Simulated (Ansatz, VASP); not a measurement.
## Two plane-wave programs on NaF

INCAR

```
SYSTEM = NaF
PREC = Accurate
ENCUT = 520
EDIFF = 1E-6
ISMEAR = 0
SIGMA = 0.05
LREAL = .False.
LASPH = .True.
NELM = 60
ALGO = Normal
ISIF = 2
LWAVE = .False.
LCHARG = .False.
GGA = CA
NBANDS = 14
```

KPOINTS

```
regular mesh
0
Gamma
  4 4 4
  0 0 0
```

Contents of POSCAR:

```
NaF
1.0
    0.0000000000      2.3233000000      2.3233000000
    2.3233000000      0.0000000000      2.3233000000
    2.3233000000      2.3233000000      0.0000000000
Na F
1 1
Direct
    0.0000000000      0.0000000000      0.0000000000
    0.5000000000      0.5000000000      0.4391291025
```

Input for Ansatz:

```yaml
crystal:
  lattice:
    - [0.0, 2.3233, 2.3233]
    - [2.3233, 0.0, 2.3233]
    - [2.3233, 2.3233, 0.0]
  atoms:
    - { symbol: Na, position: [0.0, 0.0, 0.0] }
    - { symbol: F, position: [0.5, 0.5, 0.4391291025] }
basis:
  ecutwfc: 420
kpoints:
  mp_grid: { grid: [4, 4, 4] }
hamiltonian:
  xc: lda
scf:
  occupations: { method: gaussian, width: 0.05 }
output:
  forces: true
  stress: true
  eigenvalues: true
```

Alike in both runs: task single point; functional LDA; k mesh 4 × 4 × 4; occupations gaussian, width 0.05 eV; no spin polarisation.

```csv
,VASP,Ansatz
version,VASP 6.6.1,Ansatz 0.2.0
potentials or method,"VASP PAW LDA potentials, release 64 (Na_pv, F), cutoff 520 eV","scalar-relativistic, plane waves, PAW"
valence electrons in the cell,14,16
```

Ansatz gave:

| Property | Result |
| --- | --- |
| gap on the k mesh at the Fermi level (eV) | 5.93 |
| least direct gap on the mesh (eV) | 5.93 |
| pressure (GPa) | -3.5 |
| traceless stress, the component that is largest in VASP (GPa) | -1.33 |
| rms of the force components (eV/Å) | 0.222 |

Question: Which values does VASP return?

Answer: gap on the k mesh at the Fermi level (eV): 5.91; least direct gap on the mesh (eV): 5.91; pressure (GPa): -3.6; traceless stress, the component that is largest in VASP (GPa): -1.37; rms of the force components (eV/Å): 0.230.

LDA's correlation is that of Perdew and Zunger in VASP and of Perdew and Wang (1992) in Ansatz. Atom by atom the forces differ by 0.007 eV/Å (rms over components). VASP's potentials hold 14 valence electrons a cell and Ansatz's 16, so a difference there can come from the potentials and not from the codes.

The k mesh is coarse, so the values compare programs but aren't converged.
